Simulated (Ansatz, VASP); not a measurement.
**Li2Mg in VASP and in Ansatz**

```xyz
6
Lattice="3.0783 0.0000 0.0000 -1.5391 2.6659 0.0000 0.0000 0.0000 15.4339" Properties=species:S:1:pos:R:3 pbc="T T T"
Li    1.5391    0.8886    8.9948
Li    0.0000    1.7772    1.2778
Li    0.0000    1.7772    6.4391
Li    1.5391    0.8886   14.1561
Mg    0.0000    1.7772   11.5754
Mg    1.5391    0.8886    3.8585
```

Alike in both runs: task single point; functional LDA; k mesh 10 × 10 × 2; no spin polarisation.

```csv
,VASP,Ansatz
version,VASP 6.6.1,Ansatz 0.2.0
potentials or method,"VASP PAW LDA potentials, release 64 (Li_sv, Mg), cutoff 520 eV","plane waves, PAW"
occupations,"methfessel-paxton of order 1, width 0.1 eV","cold, width 0.1 eV"
valence electrons in the cell,16,32
```

VASP gave:

```
rms of the force components (eV/Å) : 0.016
```

Question: Estimate Ansatz's values.

Answer: rms of the force components (eV/Å): 0.015.

LDA's correlation is that of Perdew and Zunger in VASP and of Perdew and Wang (1992) in Ansatz. Atom by atom the forces differ by 0.001 eV/Å (rms over components). VASP's potentials hold 16 valence electrons a cell and Ansatz's 32, so a difference there can come from the potentials and not from the codes.

Noted on VASP's run: the cutoff is short for stress, so the pressure is rough.
